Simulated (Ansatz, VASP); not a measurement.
**GaN in VASP and in Ansatz**

```
Ga N
1.0
     0.00000    2.23838    2.23838
     2.23838    0.00000    2.23838
     2.23838    2.23838    0.00000
Ga N
1 1
Direct
  0.00000 0.00000 0.00000
  0.25000 0.25000 0.25000
```

Alike in both runs: task single point; functional BHLYP; k mesh 5 × 5 × 5; occupations fermi-dirac, width 0.05 eV; no spin polarisation.

|  | VASP | Ansatz |
| --- | --- | --- |
| version | VASP 6.6.1 | Ansatz 0.2.0 |
| potentials or method | VASP PAW PBE potentials, release 64 (Ga_d, N) | Ansatz PAW |
| plane-wave cutoff (eV) | 520 | 420 |
| valence electrons in the cell | 18 | 18 |

```csv
,VASP,Ansatz,Ansatz less VASP
gap on the k mesh at the Fermi level (eV),6.17,6.11,-0.063
least direct gap on the mesh (eV),6.17,6.11,-0.063
pressure (GPa),3.4,2.1,-1.34
```

VASP's potentials were made for PBE, not for BHLYP.

The k mesh is coarse, so the values compare programs but aren't converged. Noted on Ansatz's run: odd divisions of the mesh miss points on the zone boundary, where band edges often lie, so the gap on the mesh can be too wide.
